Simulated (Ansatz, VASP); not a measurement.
SiGe3 in VASP and in Ansatz

The input INCAR:

```
SYSTEM = SiGe3
PREC = Accurate
ENCUT = 520
EDIFF = 1E-7
ISMEAR = 0
SIGMA = 0.01
LREAL = Auto
LASPH = .True.
NELM = 60
ALGO = Normal
ISIF = 2
LWAVE = .False.
LCHARG = .False.
GGA = PS
NBANDS = 106
```

Contents of KPOINTS:

```
regular mesh
0
Gamma
  2 2 2
  0 0 0
```

Contents of POSCAR:

```
SiGe3
1.0
   -0.0010272392      5.6066493219     -5.6065210522
    5.6056220827      5.6056220827      0.0000000000
    5.6063485853     -0.0007265026     -5.6062203156
Si Ge
4 12
Direct
    0.4986374891      0.0041799906      0.4985657624
    0.4986374891      0.4986167580      0.4985657624
    0.0001253560      0.0000626560      0.4997493319
    0.3777714875      0.3721053653      0.3780177819
    0.0044683337      0.4985814928      0.4983686806
    0.4998373573     -0.0000134422      0.0001895270
    0.4984529716      0.4985264457      0.0044941370
    0.0000768189     -0.0000966956      0.0001472668
    0.0000768189      0.4998726100      0.0001472668
    0.3734394158      0.8735153689      0.3795298463
    0.8719162452      0.3719279265      0.3781975816
    0.8719162452      0.8779582467      0.3781975816
    0.3766342785      0.3764416554      0.8703648069
    0.3766342785      0.8765592593      0.8703648069
    0.8749646437      0.3751278227      0.8747797110
    0.8764107711      0.8766345400      0.8703201489
```

Input for Ansatz:

```yaml
crystal:
  lattice:
    - [-0.0010272392, 5.6066493219, -5.6065210522]
    - [5.6056220827, 5.6056220827, 0.0]
    - [5.6063485853, -0.0007265026, -5.6062203156]
  atoms:
    - { symbol: Si, position: [0.4986374891, 0.0041799906, 0.4985657624] }
    - { symbol: Si, position: [0.4986374891, 0.498616758, 0.4985657624] }
    - { symbol: Si, position: [0.000125356, 6.2656e-05, 0.4997493319] }
    - { symbol: Ge, position: [0.0044683337, 0.4985814928, 0.4983686806] }
    - { symbol: Ge, position: [0.4998373573, -1.34422e-05, 0.000189527] }
    - { symbol: Ge, position: [0.4984529716, 0.4985264457, 0.004494137] }
    - { symbol: Ge, position: [7.68189e-05, -9.66956e-05, 0.0001472668] }
    - { symbol: Ge, position: [7.68189e-05, 0.49987261, 0.0001472668] }
    - { symbol: Si, position: [0.3777714875, 0.3721053653, 0.3780177819] }
    - { symbol: Ge, position: [0.3734394158, 0.8735153689, 0.3795298463] }
    - { symbol: Ge, position: [0.8719162452, 0.3719279265, 0.3781975816] }
    - { symbol: Ge, position: [0.8719162452, 0.8779582467, 0.3781975816] }
    - { symbol: Ge, position: [0.3766342785, 0.3764416554, 0.8703648069] }
    - { symbol: Ge, position: [0.3766342785, 0.8765592593, 0.8703648069] }
    - { symbol: Ge, position: [0.8749646437, 0.3751278227, 0.874779711] }
    - { symbol: Ge, position: [0.8764107711, 0.87663454, 0.8703201489] }
basis:
  ecutwfc: 420
kpoints:
  mp_grid: { grid: [2, 2, 2] }
  band_path: { path: [[0.0, 0.0, 0.0], [0.05, 0.0, 0.0]], npoints: 1 }
hamiltonian:
  xc: pbesol
scf:
  occupations: { method: gaussian, width: 0.01 }
  n_extra_bands: 11
output:
  forces: true
  stress: true
  eigenvalues: true
```

Alike in both runs: task single point; functional PBEsol; k mesh 2 × 2 × 2; occupations gaussian, width 0.01 eV; no spin polarisation.

|  | VASP | Ansatz |
| --- | --- | --- |
| version | VASP 6.6.1 | Ansatz 0.2.0 |
| potentials or method | VASP PAW PBE potentials, release 64 (Si, Ge_d), cutoff 520 eV | scalar-relativistic, plane waves, PAW |
| valence electrons in the cell | 184 | 184 |

|  | VASP | Ansatz | Ansatz less VASP |
| --- | --- | --- | --- |
| gap on the k mesh at the Fermi level (eV) | 0.16 | 0.16 | -0.003 |
| least direct gap on the mesh (eV) | 0.16 | 0.16 | -0.003 |
| pressure (GPa) | 0.1 | 0.1 | +0.05 |
| rms of the force components (eV/Å) | 0.018 | 0.018 | 0.0000 |

VASP's potentials were made for PBE, not for PBEsol.

The k mesh is coarse, so the values compare programs but aren't converged.
